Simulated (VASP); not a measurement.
Crystal: Zn2S.

```
Zn S
1.0
    -3.23353    3.23353    2.46581
     3.23353   -3.23353    2.46581
     3.23353    3.23353   -2.46581
Zn S
4 2
Direct
  0.13298 0.36702 0.50000
  0.63298 0.13298 0.76595
  0.86702 0.63298 0.50000
  0.36702 0.86702 0.23405
  0.50000 0.50000 0.00000
  0.00000 0.00000 0.00000
```

The cell was generated, and may not be a known phase.

```yaml
Program: VASP 6.6.1
Task: relaxation of cell and atoms
Functional: PBE
Potentials_or_basis: VASP PAW PBE potentials, release 64 (Zn, S)
Cutoff: 600 eV
k_mesh: 10 × 10 × 10
Occupations: gaussian, width 0.1 eV
Spin: no spin polarisation
```

At the start: pressure 1.2 GPa; volume 17.19 Å³/atom.

Question: How do energy, volume and symmetry change on relaxing?

Answer: Over 6 steps the energy falls by 2.9 meV/atom and the volume is 17.55 Å³/atom (+2.1 %); space group I4/mcm (No. 140, to 0.1 Å) before and after.

The path:
```csv
step,energy change (eV),largest force (eV/Å),pressure (GPa),volume (Å³)
1,0.0000,0.0021,1.21,103.13
2,-0.0170,0.0162,0.18,105.07
3,-0.0171,0.0187,-0.02,105.34
4,-0.0171,0.0178,0.10,105.24
5,-0.0171,0.0182,0.00,105.29
6,-0.0171,0.0096,0.04,105.29
```

Final structure:
```
Zn S
1.0
    -3.23921    3.23921    2.50877
     3.23921   -3.23921    2.50877
     3.23921    3.23921   -2.50877
Zn S
4 2
Cartesian
  2.3783 0.8609 0.0000
  0.8609 4.1001 0.0000
  0.8609 2.3783 2.5088
  2.3783 -0.8609 2.5088
  3.2392 3.2392 0.0000
  6.4784 0.0000 0.0000
```
